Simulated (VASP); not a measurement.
Mg3Sb2:

```
Mg Sb
1.0
     4.59387    0.00000    0.00000
    -2.29693    3.97841    0.00000
     0.00000    0.00000    7.27428
Mg Sb
3 2
Direct
  0.33333 0.66667 0.63196
  0.66667 0.33333 0.36804
  0.00000 0.00000 0.00000
  0.33333 0.66667 0.22563
  0.66667 0.33333 0.77437
```

- Program: VASP 6.6.1
- Task: relaxation of cell and atoms
- Functional: PBE
- Dispersion: D3(BJ)
- Potentials or basis: VASP PAW PBE potentials, release 64 (Mg, Sb)
- Cutoff: 600 eV
- k mesh: 12 × 12 × 6
- Occupations: gaussian, width 0.01 eV
- Spin: no spin polarisation

At the start: pressure -2.1 GPa; volume 26.59 Å³/atom.

Where does the relaxation end?

Over 9 steps the energy falls by 9.0 meV/atom and the volume is 25.29 Å³/atom (-4.9 %); space group P-3m1 (No. 164, to 0.1 Å) before and after.

The path:
| step | energy change (eV) | largest force (eV/Å) | pressure (GPa) | volume (Å³) |
| --- | --- | --- | --- | --- |
| 1 | 0.0000 | 0.0091 | -2.12 | 132.95 |
| 2 | -0.0424 | 0.1274 | 0.20 | 126.29 |
| 3 | -0.0427 | 0.1179 | 0.01 | 126.77 |
| 4 | -0.0439 | 0.0829 | 0.00 | 126.68 |
| 5 | -0.0450 | 0.0148 | 0.01 | 126.48 |
| 6 | -0.0451 | 0.0150 | 0.01 | 126.45 |
| 7 | -0.0451 | 0.0094 | -0.01 | 126.49 |
| 8 | -0.0451 | 0.0040 | -0.02 | 126.52 |
| 9 | -0.0451 | 0.0017 | 0.00 | 126.46 |

Final structure:
```xyz
5
Lattice="4.5208 0.0000 0.0000 -2.2604 3.9152 0.0000 0.0000 0.0000 7.1445" Properties=species:S:1:pos:R:3 pbc="T T T"
Mg    0.0000    2.6101    4.5099
Mg    2.2604    1.3051    2.6346
Mg    0.0000    0.0000    7.1445
Sb    0.0000    2.6101    1.5924
Sb    2.2604    1.3051    5.5521
```
